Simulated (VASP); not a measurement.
# Na (R-3m) in VASP: further runs

The runs below take Na through single point, with PBEsol.

Program: VASP 6.6.1. These are calculated values, not measurements. Logs are shortened: lines on timing, memory, paths and dates and some standing lists are left out, and cuts for length are marked.

## Step 1: The cell of the first run

The structure is trigonal, space group R-3m (No. 166). The conventional cell has a = 7.546 Å, b = 7.546 Å, c = 2.310 Å, α = 90.00°, β = 90.00°, γ = 120.00°. Within 3.1 Å of Na (site symmetry -3m) lie 2 Na at 2.31 Å.

## Step 2: Single point, PBEsol

INCAR

```
SYSTEM = Na
PREC = Accurate
ENCUT = 520
EDIFF = 1E-7
ISMEAR = 0
SIGMA = 0.15
LREAL = .False.
LASPH = .True.
NELM = 80
ALGO = Fast
ISIF = 2
LWAVE = .False.
LCHARG = .False.
GGA = PS
NBANDS = 10
```

KPOINTS

```
regular mesh
0
Gamma
  18 18 18
  0 0 0
```

POSCAR

```
Na
1.0
   -3.1125299603      2.2232356860      2.2232356860
    2.2232356860     -3.1125299603      2.2232356860
    2.2232356860      2.2232356860     -3.1125299603
Na
1
Direct
    0.0000000000      0.0000000000      0.0000000000
```

Potentials or basis: VASP PAW PBE potentials, release 64 (Na_pv).

Started as:

```bash
> cat potpaw_PBE.64/Na_pv/POTCAR > POTCAR
> mpirun -np 1 vasp_std > vasp.out
```

OUTCAR:

```text
SYSTEM = Na
   PREC = Accurate
   ENCUT = 520
   EDIFF = 1E-7
   ISMEAR = 0
   LREAL = .False.
   LASPH = .True.
   NELM = 80
   ISIF = 2
   GGA = PS

 ion  position               nearest neighbor table
   1  0.000  0.000  0.000-

  LATTYP: Found a trigonal (rhomboedric) cell.
 ALAT       =     4.4241831545
 COS(alpha) =    -0.4545454545

  Lattice vectors:

 A1 = (  -3.1125299603,   2.2232356860,   2.2232356860)
 A2 = (   2.2232356860,  -3.1125299603,   2.2232356860)
 A3 = (   2.2232356860,   2.2232356860,  -3.1125299603)

Analysis of symmetry for initial positions (statically):
=====================================================================
 Subroutine PRICEL returns:
 Original cell was already a primitive cell.

 Routine SETGRP: Setting up the symmetry group for a
 trigonal (rhombohedral) supercell.

 Subroutine GETGRP returns: Found 12 space group operations
 (whereof 12 operations were pure point group operations)
 out of a pool of 12 trial point group operations.

The static configuration has the point symmetry D_3d.

Analysis of symmetry for dynamics (positions and initial velocities):
=====================================================================
 Subroutine PRICEL returns:
 Original cell was already a primitive cell.

 Routine SETGRP: Setting up the symmetry group for a
 trigonal (rhombohedral) supercell.

 Subroutine GETGRP returns: Found 12 space group operations
 (whereof 12 operations were pure point group operations)
 out of a pool of 12 trial point group operations.

The dynamic configuration has the point symmetry D_3d.

 Subroutine INISYM returns: Found 12 space group operations
 (whereof 12 operations are pure point group operations),
 and found     1 'primitive' translations

----------------------------------------------------------------------------------------

                                     Primitive cell

  volume of cell :      37.9778

  direct lattice vectors                    reciprocal lattice vectors
    -3.112529960  2.223235686  2.223235686     0.124943019  0.312357547  0.312357547
     2.223235686 -3.112529960  2.223235686     0.312357547  0.124943019  0.312357547
     2.223235686  2.223235686 -3.112529960     0.312357547  0.312357547  0.124943019

  length of vectors
     4.424183155  4.424183155  4.424183155     0.459069964  0.459069964  0.459069964

  position of ions in fractional coordinates (direct lattice)
     0.000000000  0.000000000  0.000000000

  ion indices of the primitive-cell ions
   primitive index   ion index
                 1           1

----------------------------------------------------------------------------------------

 KPOINTS: regular mesh

Automatic generation of k-mesh.
 Grid dimensions read from file:
 generate k-points for:   18   18   18

 Generating k-lattice:

  Cartesian coordinates                     Fractional coordinates (reciprocal lattice)
     0.006941279  0.017353197  0.017353197     0.055555556 -0.000000000 -0.000000000
     0.017353197  0.006941279  0.017353197    -0.000000000  0.055555556 -0.000000000
     0.017353197  0.017353197  0.006941279    -0.000000000 -0.000000000  0.055555556

  Length of vectors
     0.025503887  0.025503887  0.025503887

  Shift w.r.t. Gamma in fractional coordinates (k-lattice)
     0.000000000  0.000000000  0.000000000

 Subroutine IBZKPT returns following result:
 ===========================================

 Found    580 irreducible k-points:

 Following reciprocal coordinates:
            Coordinates               Weight
  0.000000  0.000000  0.000000      1.000000
  0.055556 -0.000000 -0.000000      6.000000
  0.111111 -0.000000 -0.000000      6.000000
  0.166667 -0.000000 -0.000000      6.000000
  0.222222 -0.000000  0.000000      6.000000
  0.277778 -0.000000 -0.000000      6.000000
[... 16 lines left out ...]
 -0.277778  0.055556  0.000000     12.000000
 -0.222222  0.055556  0.000000     12.000000
 [... further k-points ...]
   k-points           NKPTS =    580   k-points in BZ     NKDIM =    580   number of bands    NBANDS=     10
   number of dos      NEDOS =    301   number of ions     NIONS =      1
   total plane-waves  NPLWV =  46656
   dimension x,y,z NGX =    36 NGY =   36 NGZ =   36
   dimension x,y,z NGXF=    72 NGYF=   72 NGZF=   72
   ions per type =               1
   NGX,Y,Z   is equivalent  to a cutoff of  13.53, 13.53, 13.53 a.u.
   NGXF,Y,Z  is equivalent  to a cutoff of  27.06, 27.06, 27.06 a.u.
 SYSTEM =  Na
   PREC   = accura    normal or accurate (medium, high low for compatibility)
   ISTART =      0    job   : 0-new  1-cont  2-samecut
   ICHARG =      2    charge: 1-file 2-atom 10-const
   ISPIN  =      1    spin polarized calculation?
   LNONCOLLINEAR =      F non collinear calculations
   LSORBIT =      F    spin-orbit coupling
   LASPH  =      T    aspherical Exc in radial PAW
   ENCUT  =  520.0 eV  38.22 Ry    6.18 a.u.   8.23  8.23  8.23*2*pi/ulx,y,z
   NELM   =     80;   NELMIN=  2; NELMDL= -5     # of ELM steps
   EDIFF  = 0.1E-06   stopping-criterion for ELM
   LREAL  =      F    real-space projection
   EDIFFG = 0.1E-05   stopping-criterion for IOM
   NSW    =      0    number of steps for IOM
   IBRION =     -1    ionic relax: 0-MD 1-quasi-New 2-CG
   NFREE  =      0    steps in history (QN), initial steepest desc. (CG)
   ISIF   =      2    stress and relaxation
   ISYM   =      2    0-nonsym 1-usesym 2-fastsym
   POTIM  = 0.5000    time-step for ionic-motion
   TEBEG  =    0.0;   TEEND  =   0.0 temperature during run
   PSTRESS=    0.0 pullay stress
   NELECT =       7.0000    total number of electrons
   NUPDOWN=      -1.0000    fix difference up-down
   EMIN   =  10.00;   EMAX   =-10.00  energy-range for DOS
   EFERMI =   0.00;   METHOD = LEGACY
   ISMEAR =     0;   SIGMA  =   0.15  broadening in eV -4-tet -1-fermi 0-gaus
   EFERMI_NEDOS =   21; number of points for ismear=-14 and -15
   IALGO  =     68    algorithm
   IMIX   =      4    mixing-type and parameters
     AMIX     =   0.40;   BMIX     =  1.00
     AMIX_MAG =   1.60;   BMIX_MAG =  1.00
  volume/ion in A,a.u.               =      37.98       256.29
  Fermi-wavevector in a.u.,A,eV,Ry     =   0.931674  1.760609 11.810087  0.868017
  Thomas-Fermi vector in A             =   2.058192
   LORBIT       =      0    0 simple, 1 ext, 2 COOP (PROOUT), +10 PAW based schemes
   GGA     = PS    functional components
   LHFCALC =     F    Hartree Fock is set to
   AEXX    =    0.0000 exact exchange contribution
   IVDW    =     0    specifies the selected vdW correction
   LEPSILON=     F    determine dielectric tensor
   LRPA    =     F    only Hartree local field effects (RPA)
 non-spin polarized calculation
 RMM-DIIS sequential band-by-band and
 Gauss-broadening in eV      SIGMA  =   0.15
  energy-cutoff  :      520.00
  volume of cell :       37.98
 maximum number of plane-waves:      1053
 NGX is ok and might be reduce to    36

 number of electron       6.9999995 magnetization

 Free energy of the ion-electron system (eV)
  ---------------------------------------------------
  ext. energy  EPLUGINS =         0.00000000
  ---------------------------------------------------
  free energy    TOTEN  =        -0.59726576 eV

  energy without entropy =       -0.59158098  energy(sigma->0) =       -0.59442337

 E-fermi :   0.3410     XC(G=0):  -6.4046

 val. band max:        0.3391996465   @ k =   0.3889   0.3889   0.2778
 cond. band min:       0.3420307370   @ k =   0.4444   0.4444   0.2222
 fundamental gap:      0.0028310905
 Fermi energy:         0.3410005907

 k-point     1 :       0.0000    0.0000    0.0000
  band No.  band energies     occupation
      1     -25.7331      2.00000
      2     -25.7331      2.00000
      3     -25.4055      2.00000
      4      -2.9168      2.00000
      5       6.7419      0.00000
      6       6.7419      0.00000
      7       6.9945      0.00000
      8       6.9945      0.00000
      9       8.2383      0.00000
     10       8.7049      0.00000

 k-point     2 :       0.0556   -0.0000   -0.0000
  band No.  band energies     occupation
      1     -25.7286      2.00000
      2     -25.7285      2.00000
      3     -25.4385      2.00000
      4      -2.8149      2.00000
      5       6.5584      0.00000
      6       6.5794      0.00000
      7       7.1610      0.00000
      8       7.2532      0.00000
      9       8.5045      0.00000
     10       8.8938      0.00000

 k-point     3 :       0.1111   -0.0000   -0.0000
  band No.  band energies     occupation
      1     -25.7155      2.00000
      2     -25.7153      2.00000
      3     -25.5329      2.00000
      4      -2.5108      2.00000
      5       6.3858      0.00000
      6       6.4032      0.00000
      7       7.4626      0.00000
      8       7.6893      0.00000
      9       9.1894      0.00000
     10       9.4127      0.00000

 k-point     4 :       0.1667   -0.0000   -0.0000
  band No.  band energies     occupation
      1     -25.6954      2.00000
      2     -25.6950      2.00000
      3     -25.6759      2.00000
      4      -2.0080      2.00000
      5       6.3380      0.00000
      6       6.3531      0.00000
      7       7.8950      0.00000
      8       8.2559      0.00000
      9      10.1571      0.00000
     10      10.1596      0.00000
[... 222 lines left out ...]
 k-point    22 :      -0.3333    0.0556    0.0000
  band No.  band energies     occupation
      1     -26.0298      2.00000
      2     -25.6447      2.00000
      3     -25.6436      2.00000
      4      -0.2368      2.00000
      5       5.8567      0.00000
      6       6.3641      0.00000
      7       9.1049      0.00000
      8      10.2202      0.00000
      9      12.2894      0.00000
     10      13.5128      0.00000

 k-point    23 :      -0.2778    0.0556    0.0000
  band No.  band energies     occupation
      1     -25.8488      2.00000
      2     -25.6712      2.00000
      3     -25.6702      2.00000
      4      -1.1489      2.00000
      5       5.5678      0.00000
      6       6.0734      0.00000
      7       8.3324      0.00000
      8       9.4396      0.00000
      9      11.6841      0.00000
     10      12.4101      0.00000

 k-point    24 :      -0.2222    0.0556    0.0000
  band No.  band energies     occupation
      1     -25.6959      2.00000
      2     -25.6952      2.00000
      3     -25.6759      2.00000
      4      -1.8758      2.00000
      5       5.4488      0.00000
      6       5.9445      0.00000
      7       7.7116      0.00000
      8       8.7422      0.00000
      9      10.7543      0.00000
     10      11.2274      0.00000

 [... further k-points ...]

------------------------ aborting loop because EDIFF is reached ----------------------------------------

  FORCE on cell =-STRESS in cart. coord.  units (eV):
  Direction    XX          YY          ZZ          XY          YZ          ZX
  --------------------------------------------------------------------------------------
  -------------------------------------------------------------------------------------
  Total        0.6406827      0.6406827      0.6406827      1.4072932      1.4072932      1.4072932
  in kB       27.0285851     27.0285851     27.0285851     59.3697103     59.3697103     59.3697103
  external PRESSURE =      27.0285851 kB  Pullay stress =       0.0000000 kB

 VOLUME and BASIS-vectors are now :
 -----------------------------------------------------------------------------
  energy-cutoff  :      520.00
  volume of cell :       37.98
      direct lattice vectors                 reciprocal lattice vectors
    -3.112529960  2.223235686  2.223235686     0.124943019  0.312357547  0.312357547
     2.223235686 -3.112529960  2.223235686     0.312357547  0.124943019  0.312357547
     2.223235686  2.223235686 -3.112529960     0.312357547  0.312357547  0.124943019

 POSITION                                       TOTAL-FORCE (eV/Angst)
 -----------------------------------------------------------------------------------
      0.00000      0.00000      0.00000         0.000000      0.000000     -0.000000
 -----------------------------------------------------------------------------------
    total drift:                               -0.000000      0.000000      0.000000

  FREE ENERGIE OF THE ION-ELECTRON SYSTEM (eV)
  ---------------------------------------------------
  free  energy   TOTEN  =        -0.5972657647 eV

  energy  without entropy=       -0.5915809765  energy(sigma->0) =       -0.59442337
```

It took 2.8 min on 1 thread of Intel Xeon 6975P-C (Granite Rapids), shared host; peak memory 0.33 GiB.

Results:

* Free energy: -0.5973 eV
* Pressure: 2.7 GPa
* Band gap on the k mesh: zero (an odd number of electrons rules out a gap without spin polarisation)

Caveat: the PAW data sets were made with another functional, which shifts forces and pressure a little.

## Step 3: Single point, PBEsol

This run uses another cell than the first one, of the same volume but with other edges.

INCAR

```
  ALGO = Fast
  EDIFF = 1E-6
  ENCUT = 520
  GGA = PS
  ISIF = 2
  ISMEAR = 0
  LASPH = T
  LCHARG = F
  LREAL = F
  LWAVE = F
  NBANDS = 10
  NELM = 60
  PREC = Accurate
  SIGMA = 0.15
```

KPOINTS

```
k-points
0
Gamma
  18 18 18
```

POSCAR

```
Na
1.0
   -2.6030266391      2.1441344049      2.1441344049
    2.1441344049     -2.6030266391      2.1441344049
    2.1441344049      2.1441344049     -2.6030266391
Na
1
Direct
    0.0000000000      0.0000000000      0.0000000000
```

Potentials or basis: VASP PAW PBE potentials, release 64 (Na_pv).

Started as:

```bash
> cat potpaw_PBE.64/Na_pv/POTCAR > POTCAR
> mpirun -np 1 vasp_std > vasp.out
```

Run time: 94 s. Hardware: 1 thread of Intel Xeon 6975P-C (Granite Rapids), shared host; peak memory 0.29 GiB.

It converged, with:

```yaml
Free_energy: -1.2474 eV
Pressure: 0.2 GPa
Band_gap_on_the_k_mesh: zero (an odd number of electrons rules out a gap without spin polarisation)
```

Stress tensor (GPa, compression positive):
```
0.24 2.15 2.15
2.15 0.24 2.15
2.15 2.15 0.24
```

Levels at points of the mesh, in eV from the Fermi level:
| k point | band 1 | band 2 | band 3 | band 4 | band 5 | band 6 | band 7 | band 8 |
| --- | --- | --- | --- | --- | --- | --- | --- | --- |
| (0.00, 0.00, 0.00) | -25.04 | -25.04 | -25.02 | -3.23 | 9.09 | 9.09 | 9.62 | 9.62 |
| (0.50, 0.00, 0.00) | -25.21 | -25.02 | -25.02 | 1.92 | 2.58 | 7.94 | 8.45 | 8.88 |
| (0.50, 0.50, 0.00) | -25.05 | -25.04 | -25.02 | 0.04 | 0.23 | 6.43 | 6.66 | 14.32 |
| (0.50, 0.50, 0.50) | -25.21 | -25.02 | -25.02 | 4.74 | 4.92 | 4.92 | 5.54 | 5.54 |

Caveat: the PAW data sets were made with another functional, which shifts forces and pressure a little.

## Step 4: Single point, PBEsol

This run uses another cell than the first one, of the same volume but with other edges.

INCAR

```
PREC = Accurate ; ENCUT = 520
EDIFF = 1E-7 ; ISMEAR = 0
SIGMA = 0.15 ; LREAL = F
LASPH = T ; NELM = 100
ALGO = Fast ; ISIF = 2
LWAVE = F ; LCHARG = F
GGA = PS ; NBANDS = 10
```

KPOINTS

```
Automatic mesh
0
Gamma
  18 18 18
```

POSCAR

```
Na
1.0
   -1.6302800879      2.1464305404      2.1464305404
    2.1464305404     -1.6302800879      2.1464305404
    2.1464305404      2.1464305404     -1.6302800879
Na
1
Direct
    0.0000000000      0.0000000000      0.0000000000
```

Started as:

```bash
> cat potpaw_PBE.64/Na_pv/POTCAR > POTCAR
> mpirun -np 1 vasp_std > vasp.out
```

Run time: 1.7 min. Hardware: 1 thread of Intel Xeon 6975P-C (Granite Rapids), shared host; peak memory 0.28 GiB.

It converged, with:

```
Free energy            : -1.3346 eV
Pressure               : -0.1 GPa
Band gap on the k mesh : zero (an odd number of electrons rules out a gap without spin polarisation)
```

Stress tensor (GPa, compression positive):
```
-0.06 -0.54 -0.54
-0.54 -0.06 -0.54
-0.54 -0.54 -0.06
```

Levels at points of the mesh, in eV from the Fermi level:
| k point | band 1 | band 2 | band 3 | band 4 | band 5 | band 6 | band 7 |
| --- | --- | --- | --- | --- | --- | --- | --- |
| (0.00, 0.00, 0.00) | -24.91 | -24.91 | -24.91 | -3.24 | 9.21 | 9.21 | 10.53 |
| (0.50, 0.00, 0.00) | -24.95 | -24.91 | -24.91 | 0.17 | 0.44 | 9.17 | 10.50 |
| (0.50, 0.50, 0.00) | -24.96 | -24.94 | -24.90 | 1.70 | 2.29 | 5.23 | 5.67 |
| (0.50, 0.50, 0.50) | -24.95 | -24.95 | -24.92 | 4.85 | 4.85 | 5.00 | 5.00 |

Caveat: the PAW data sets were made with another functional, which shifts forces and pressure a little.

## Step 5: Single point, PBEsol

This run uses another cell than the first one, of the same volume but with other edges.

INCAR

```
PREC = Accurate
ENCUT = 520
EDIFF = 1E-7
ISMEAR = 0
SIGMA = 0.15
LREAL = F
LASPH = T
NELM = 100
ALGO = Fast
ISIF = 2
LWAVE = F
LCHARG = T
GGA = PS
LELF = T
LVHAR = T
NBANDS = 10
```

KPOINTS is that of step 4.

POSCAR

```
Na
1.0
   -2.8453170384      2.1758306764      2.1758306764
    2.1758306764     -2.8453170384      2.1758306764
    2.1758306764      2.1758306764     -2.8453170384
Na
1
Direct
    0.0000000000      0.0000000000      0.0000000000
```

Started as:

```bash
> cat potpaw_PBE.64/Na_pv/POTCAR > POTCAR
> mpirun -np 1 vasp_std > vasp.out
```

Wall time 1.9 min (1 thread of Intel Xeon 6975P-C (Granite Rapids), shared host); peak memory 0.3 GiB.

It converged, with:

```yaml
Free_energy: -1.0139 eV
Pressure: 1.0 GPa
Band_gap_on_the_k_mesh: zero (an odd number of electrons rules out a gap without spin polarisation)
```

Stress tensor (GPa, compression positive):
```
0.96 3.75 3.75
3.75 0.96 3.75
3.75 3.75 0.96
```

Levels at points of the mesh, in eV from the Fermi level:
```
           k point  band 1  band 2  band 3  band 4  band 5  band 6
(0.00, 0.00, 0.00)  -25.43  -25.43  -25.33   -3.26    7.84    7.84
(0.50, 0.00, 0.00)  -25.78  -25.37  -25.37    2.80    3.52    8.18
(0.50, 0.50, 0.00)  -25.44  -25.43  -25.33   -0.27   -0.22    5.29
(0.50, 0.50, 0.50)  -25.78  -25.37  -25.37    5.10    5.48    5.48
```

Caveat: the PAW data sets were made with another functional, which shifts forces and pressure a little.

(Part 1 of 2 ends here.)

The gap in the log of VASP goes by the Fermi energy; the results here count the filled bands.